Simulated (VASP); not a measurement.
# Y (P6_3/mmc) in VASP: single point with r2SCAN

Aim: the single point of Y with r2SCAN.

All numbers are computed with VASP 6.6.1; they aren't measurements. Logs are shortened: lines on timing, memory, paths and dates and some standing lists are left out, and cuts for length are marked.

### 1 The cell of the first run

Symmetry: P6_3/mmc, No. 194, hexagonal system. The conventional cell has a = 3.449 Å, b = 3.449 Å, c = 5.396 Å, α = 90.00°, β = 90.00°, γ = 120.00°. Within 4.4 Å of Y (site symmetry -6m2) lie 12 Y at 3.35 to 3.45 Å.

### 2 Single point, r2SCAN

POSCAR

```
Y
1.0
    1.7245840000      2.9870620000      0.0000000000
   -1.7245840000      2.9870620000      0.0000000000
    0.0000000000      0.0000000000      5.3961440000
Y
2
Direct
    0.3333300000      0.3333400000      0.2500000000
    0.6666600000      0.6666700000      0.7500000000
```

INCAR.step1

```
SYSTEM = Y
ALGO = Normal
EDIFF = 1E-5
ENCUT = 550
GGA = PE
GGA_COMPAT = .False.
ISMEAR = -1
LASPH = .True.
LCHARG = .False.
LREAL = .False.
LWAVE = .True.
NBANDS = 18
NELM = 120
PREC = Accurate
SIGMA = 0.1379
```

INCAR.step2

```
SYSTEM = Y
ALGO = Normal
EDIFF = 1E-6
ENCUT = 550
GGA_COMPAT = .False.
ISIF = 2
ISMEAR = -1
ISTART = 1
LASPH = .True.
LCHARG = .True.
LELF = .True.
LMIXTAU = .True.
LREAL = .False.
LVHAR = .True.
LWAVE = .False.
METAGGA = R2SCAN
NBANDS = 18
NELM = 120
PREC = Accurate
SIGMA = 0.1379
```

KPOINTS

```
k-points
0
Gamma
  6 6 4
  0 0 0
```

Potentials or basis: VASP PAW PBE potentials, release 64 (Y_sv).

Run with:

```console
cat potpaw_PBE.64/Y_sv/POTCAR > POTCAR
cp INCAR.step1 INCAR
mpirun -np 1 vasp_std > vasp.out
cp INCAR.step2 INCAR
mpirun -np 1 vasp_std > vasp.out
```

OUTCAR:

```text
SYSTEM = Y
   EDIFF = 1E-6
   ENCUT = 550
   ISIF = 2
   ISMEAR = -1
   ISTART = 1
   LASPH = .True.
   LREAL = .False.
   METAGGA = R2SCAN
   NELM = 120
   PREC = Accurate

 ion  position               nearest neighbor table
   1  0.333  0.333  0.250-   2 3.35   2 3.35   2 3.35   2 3.35   2 3.35   2 3.35
   2  0.667  0.667  0.750-   1 3.35   1 3.35   1 3.35   1 3.35   1 3.35   1 3.35

  LATTYP: Found a hexagonal cell.
 ALAT       =     3.4491635747
 C/A-ratio  =     1.5644790058

  Lattice vectors:

 A1 = (   1.7245840000,  -2.9870620000,   0.0000000000)
 A2 = (   1.7245840000,   2.9870620000,   0.0000000000)
 A3 = (   0.0000000000,   0.0000000000,   5.3961440000)

Analysis of symmetry for initial positions (statically):
=====================================================================
 Subroutine PRICEL returns:
 Original cell was already a primitive cell.

 Routine SETGRP: Setting up the symmetry group for a
 hexagonal supercell.

 Subroutine GETGRP returns: Found  8 space group operations
 (whereof  2 operations were pure point group operations)
 out of a pool of 24 trial point group operations.

The static configuration has the point symmetry C_2 .
 The point group associated with its full space group is D_2h.

Analysis of symmetry for dynamics (positions and initial velocities):
=====================================================================
 Subroutine PRICEL returns:
 Original cell was already a primitive cell.

 Routine SETGRP: Setting up the symmetry group for a
 hexagonal supercell.

 Subroutine GETGRP returns: Found  8 space group operations
 (whereof  2 operations were pure point group operations)
 out of a pool of 24 trial point group operations.

The dynamic configuration has the point symmetry C_2 .
 The point group associated with its full space group is D_2h.

 Subroutine INISYM returns: Found  8 space group operations
 (whereof  2 operations are pure point group operations),
 and found     1 'primitive' translations

----------------------------------------------------------------------------------------

                                     Primitive cell

  volume of cell :      55.5958

  direct lattice vectors                    reciprocal lattice vectors
     1.724584000  2.987062000  0.000000000     0.289924991  0.167388558  0.000000000
    -1.724584000  2.987062000  0.000000000    -0.289924991  0.167388558  0.000000000
     0.000000000  0.000000000  5.396144000     0.000000000  0.000000000  0.185317516

  length of vectors
     3.449163575  3.449163575  5.396144000     0.334776686  0.334776686  0.185317516

  position of ions in fractional coordinates (direct lattice)
     0.333330000  0.333340000  0.250000000
     0.666660000  0.666670000  0.750000000

  ion indices of the primitive-cell ions
   primitive index   ion index
                 1           1
                 2           2

----------------------------------------------------------------------------------------

 KPOINTS: k-points

Automatic generation of k-mesh.
 Grid dimensions read from file:
 generate k-points for:    6    6    4

 Generating k-lattice:

  Cartesian coordinates                     Fractional coordinates (reciprocal lattice)
     0.048320832  0.027898093  0.000000000     0.166666667  0.000000000  0.000000000
    -0.048320832  0.027898093  0.000000000     0.000000000  0.166666667  0.000000000
     0.000000000  0.000000000  0.046329379     0.000000000  0.000000000  0.250000000

  Length of vectors
     0.055796114  0.055796114  0.046329379

  Shift w.r.t. Gamma in fractional coordinates (k-lattice)
     0.000000000  0.000000000  0.000000000

 Subroutine IBZKPT returns following result:
 ===========================================

 Found     39 irreducible k-points:

 Following reciprocal coordinates:
            Coordinates               Weight
  0.000000  0.000000  0.000000      1.000000
  0.166667  0.000000  0.000000      4.000000
  0.166667  0.166667  0.000000      2.000000
  0.333333 -0.000000  0.000000      4.000000
  0.333333  0.333333  0.000000      2.000000
  0.500000  0.000000  0.000000      2.000000
[... 16 lines left out ...]
  0.500000  0.166667  0.250000      8.000000
  0.333333  0.500000  0.250000      8.000000
 [... further k-points ...]
   k-points           NKPTS =     39   k-points in BZ     NKDIM =     39   number of bands    NBANDS=     18
   number of dos      NEDOS =    301   number of ions     NIONS =      2
   total plane-waves  NPLWV =  32928
   dimension x,y,z NGX =    28 NGY =   28 NGZ =   42
   dimension x,y,z NGXF=    56 NGYF=   56 NGZF=   84
   ions per type =               2
   NGX,Y,Z   is equivalent  to a cutoff of  13.50, 13.50, 12.94 a.u.
   NGXF,Y,Z  is equivalent  to a cutoff of  26.99, 26.99, 25.88 a.u.
 SYSTEM =  Y
   PREC   = accura    normal or accurate (medium, high low for compatibility)
   ISTART =      1    job   : 0-new  1-cont  2-samecut
   ICHARG =      0    charge: 1-file 2-atom 10-const
   ISPIN  =      1    spin polarized calculation?
   LNONCOLLINEAR =      F non collinear calculations
   LSORBIT =      F    spin-orbit coupling
   LASPH  =      T    aspherical Exc in radial PAW
   ENCUT  =  550.0 eV  40.42 Ry    6.36 a.u.   6.60  6.60 10.32*2*pi/ulx,y,z
   NELM   =    120;   NELMIN=  2; NELMDL=  0     # of ELM steps
   EDIFF  = 0.1E-05   stopping-criterion for ELM
   LREAL  =      F    real-space projection
   EDIFFG = 0.1E-04   stopping-criterion for IOM
   NSW    =      0    number of steps for IOM
   IBRION =     -1    ionic relax: 0-MD 1-quasi-New 2-CG
   NFREE  =      0    steps in history (QN), initial steepest desc. (CG)
   ISIF   =      2    stress and relaxation
   ISYM   =      2    0-nonsym 1-usesym 2-fastsym
   POTIM  = 0.5000    time-step for ionic-motion
   TEBEG  =    0.0;   TEEND  =   0.0 temperature during run
   PSTRESS=    0.0 pullay stress
   NELECT =      22.0000    total number of electrons
   NUPDOWN=      -1.0000    fix difference up-down
   EMIN   =  10.00;   EMAX   =-10.00  energy-range for DOS
   EFERMI =   0.00;   METHOD = LEGACY
   ISMEAR =    -1;   SIGMA  =   0.14  broadening in eV -4-tet -1-fermi 0-gaus
   EFERMI_NEDOS =   21; number of points for ismear=-14 and -15
   IALGO  =     38    algorithm
   IMIX   =      4    mixing-type and parameters
     AMIX     =   0.40;   BMIX     =  1.00
     AMIX_MAG =   1.60;   BMIX_MAG =  1.00
  volume/ion in A,a.u.               =      27.80       187.59
  Fermi-wavevector in a.u.,A,eV,Ry     =   1.201900  2.271262 19.654483  1.444564
  Thomas-Fermi vector in A             =   2.337696
   LORBIT       =      0    0 simple, 1 ext, 2 COOP (PROOUT), +10 PAW based schemes
   METAGGA = R2SCAN    functional components
   LHFCALC =     F    Hartree Fock is set to
   AEXX    =    0.0000 exact exchange contribution
   IVDW    =     0    specifies the selected vdW correction
   LEPSILON=     F    determine dielectric tensor
   LRPA    =     F    only Hartree local field effects (RPA)
 non-spin polarized calculation
  energy-cutoff  :      550.00
  volume of cell :       55.60
 maximum number of plane-waves:      1665
 NGX is ok and might be reduce to    28
   NGX = 13   NGY = 13   NGZ = 21

 number of electron      21.9999999 magnetization

 Free energy of the ion-electron system (eV)
  ---------------------------------------------------
  ext. energy  EPLUGINS =         0.00000000
  ---------------------------------------------------
  free energy    TOTEN  =       -40.33351651 eV

  energy without entropy =      -40.15398837  energy(sigma->0) =      -40.24375244

 E-fermi :   3.9268     XC(G=0): -10.7948

 val. band max:        3.8944078461   @ k =  -0.1667   0.1667   0.0000
 cond. band min:       3.9658767558   @ k =   0.5000   0.0000   0.5000
 fundamental gap:      0.0714689097
 Fermi energy:         3.9267610159

 k-point     1 :       0.0000    0.0000    0.0000
  band No.  band energies     occupation
      1     -39.8869      2.00000
      2     -39.7250      2.00000
      3     -19.7983      2.00000
      4     -18.9246      2.00000
      5     -18.9246      2.00000
      6     -18.7741      2.00000
[... 10 lines left out ...]
     17       7.3953      0.00000
     18       7.3953      0.00000

 k-point     2 :       0.1667    0.0000    0.0000
  band No.  band energies     occupation
      1     -39.8582      2.00000
      2     -39.7153      2.00000
      3     -19.7128      2.00000
      4     -19.0975      2.00000
      5     -18.9811      2.00000
      6     -18.9502      2.00000
[... 10 lines left out ...]
     17       7.2777      0.00000
     18       7.4845      0.00000

 k-point     3 :       0.1667    0.1667    0.0000
  band No.  band energies     occupation
      1     -39.8582      2.00000
      2     -39.7153      2.00000
      3     -19.7128      2.00000
      4     -19.0975      2.00000
      5     -18.9811      2.00000
      6     -18.9502      2.00000
[... 10 lines left out ...]
     17       7.2777      0.00000
     18       7.4845      0.00000

 k-point     4 :       0.3333   -0.0000    0.0000
  band No.  band energies     occupation
      1     -39.7946      2.00000
      2     -39.7014      2.00000
      3     -19.5030      2.00000
      4     -19.4433      2.00000
      5     -19.2710      2.00000
      6     -19.0843      2.00000
[... 375 lines left out ...]
      4     -19.3218      2.00000
      5     -19.1601      2.00000
      6     -19.0615      2.00000
[... 10 lines left out ...]
     17       8.5457      0.00000
     18       8.9540      0.00000

 k-point    23 :       0.5000    0.1667    0.2500
  band No.  band energies     occupation
      1     -39.7474      2.00000
      2     -39.7096      2.00000
      3     -19.6093      2.00000
      4     -19.4956      2.00000
      5     -19.2440      2.00000
      6     -19.1111      2.00000
[... 10 lines left out ...]
     17       9.4174      0.00000
     18      10.4161      0.00000

 k-point    24 :       0.3333    0.5000    0.2500
  band No.  band energies     occupation
      1     -39.7474      2.00000
      2     -39.7096      2.00000
      3     -19.6093      2.00000
      4     -19.4956      2.00000
      5     -19.2440      2.00000
      6     -19.1111      2.00000
[... 10 lines left out ...]
     17       9.4175      0.00000
     18      10.4161      0.00000

 [... further k-points ...]
[... 5 lines left out ...]
  --------------------------------------------------------------------------------------
  -------------------------------------------------------------------------------------
  Total        3.5686493      3.5688348      3.3797208      0.0000000      0.0000000      0.0000000
  in kB      102.8424329    102.8477790     97.3978329      0.0000000      0.0000000      0.0000000
  external PRESSURE =     101.0293483 kB  Pullay stress =       0.0000000 kB

 VOLUME and BASIS-vectors are now :
 -----------------------------------------------------------------------------
  energy-cutoff  :      550.00
  volume of cell :       55.60
      direct lattice vectors                 reciprocal lattice vectors
     1.724584000  2.987062000  0.000000000     0.289924991  0.167388558  0.000000000
    -1.724584000  2.987062000  0.000000000    -0.289924991  0.167388558  0.000000000
     0.000000000  0.000000000  5.396144000     0.000000000  0.000000000  0.185317516

 POSITION                                       TOTAL-FORCE (eV/Angst)
 -----------------------------------------------------------------------------------
     -0.00002      1.99138      1.34904         0.000000     -0.000019      0.000000
     -0.00002      3.98274      4.04711         0.000000      0.000019      0.000000
 -----------------------------------------------------------------------------------
    total drift:                                0.000000      0.000000     -0.000000

  FREE ENERGIE OF THE ION-ELECTRON SYSTEM (eV)
  ---------------------------------------------------
  free  energy   TOTEN  =       -40.3335165069 eV

  energy  without entropy=      -40.1539883676  energy(sigma->0) =      -40.24375244
```

It took 92 s on 1 thread of Intel Xeon Platinum 8488C (Sapphire Rapids), shared host; peak memory 0.21 GiB.

What came out:

```
Free energy            : -40.3335 eV
Pressure               : 10.1 GPa
Band gap on the k mesh : zero (band 11 reaches 5.33 eV, above the bottom of band 12 at 3.41 eV)
```

Caveat: the PAW data sets were made with another functional, which shifts forces and pressure a little.
